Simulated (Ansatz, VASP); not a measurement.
# One calculation of C, two programs

The input INCAR:

```
  PREC = Accurate
  ENCUT = 520
  EDIFF = 1E-6
  ISMEAR = 0
  SIGMA = 0.01
  LREAL = False
  LASPH = True
  NELM = 80
  ALGO = Normal
  ISIF = 2
  LWAVE = False
  LCHARG = False
  GGA = PE
  NBANDS = 11
```

File KPOINTS:

```
Automatic mesh
0
Gamma
  11 11 11
```

The input POSCAR:

```
C
1.0
    0.0000000000      2.1270000000      3.3480000000
    1.2280000000      0.0000000000      3.3480000000
    1.2280000000      2.1270000000      0.0000000000
C
2
Direct
    0.1666700000      0.8333300000      0.1666700000
    0.8333300000      0.1666700000      0.8333300000
```

Input for Ansatz:

```yaml
crystal:
  lattice:
    - [0.0, 2.127, 3.348]
    - [1.228, 0.0, 3.348]
    - [1.228, 2.127, 0.0]
  atoms:
    - { symbol: C, position: [0.16667, 0.83333, 0.16667] }
    - { symbol: C, position: [0.83333, 0.16667, 0.83333] }
hamiltonian:
  xc: pbe
  pseudopotentials: { kind: paw }
basis:
  ecutwfc: 420
kpoints:
  mp_grid: { grid: [11, 11, 11] }
scf:
  occupations: { method: fixed }
  lower_state_search: "off"
  max_iter: 60
output:
  forces: true
  stress: true
```

Alike in both runs: task single point; functional PBE; k mesh 11 × 11 × 11; no spin polarisation.

```csv
,VASP,Ansatz
version,VASP 6.6.1,Ansatz 0.2.0
potentials or method,"VASP PAW PBE potentials, release 64 (C), cutoff 520 eV","PAW, plane waves, scalar-relativistic"
occupations,"gaussian, width 0.01 eV",fixed
valence electrons in the cell,8,8
```

VASP gave:

| Item | Value |
| --- | --- |
| pressure (GPa) | 5.0 |
| traceless stress, the component that is largest in VASP (GPa) | -1.14 |
| rms of the force components (eV/Å) | 0.021 |

Task: Estimate Ansatz's values.

Result: Pressure (GPa): 4.6; traceless stress, the component that is largest in VASP (GPa): -0.60; rms of the force components (eV/Å): 0.021.

Atom by atom the forces differ by 0.000 eV/Å (rms over components).
